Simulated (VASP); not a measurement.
## AgCl: electric field gradients with LDA

Crystal: AgCl.

```
Ag Cl
1.0
     0.00000    2.82754    2.82754
     2.82754    0.00000    2.82754
     2.82754    2.82754    0.00000
Ag Cl
1 1
Direct
  0.50000 0.50000 0.50000
  0.00000 0.00000 0.00000
```

This cell differs from its parent crystal: volume scaled by 1.06.

```yaml
Program: VASP 6.6.1
Task: electric field gradients
Functional: LDA
Potentials_or_basis: VASP PAW LDA potentials, release 64 (Ag, Cl)
Cutoff: 520 eV
k_mesh: 8 × 8 × 8
Occupations: fermi-dirac, width 0.02 eV
Spin: no spin polarisation
Dipole_correction: no
Further_INCAR_settings: ALGO = Normal; EDIFF = 1e-08; NBANDS = 16
```

- Pressure: -7.4 GPa
- Band gap on the k mesh: 0.66 eV, indirect (least direct gap 2.73 eV)

Levels at points of the mesh, in eV from the valence-band top:
```csv
k point,band 7,band 8,band 9,band 10,band 11,band 12
"(0.00, 0.00, 0.00)",-2.07,-2.07,-2.07,0.66,10.75,10.75
"(0.50, 0.00, 0.00)",-1.68,0.00,0.00,4.11,6.03,7.54
"(0.50, 0.50, 0.00)",-1.86,-1.86,-1.82,2.21,7.91,8.19
```

Wall time 9.4 s on 1 thread of Intel(R) Xeon(R) 6975P-C (Granite Rapids) (shared host), peak memory 0.15 GiB.

Caveat: without QUAD_EFG the Cq values of the log hold for a quadrupole moment of 1 mb, not for the nuclei. A k mesh can miss the band edges.
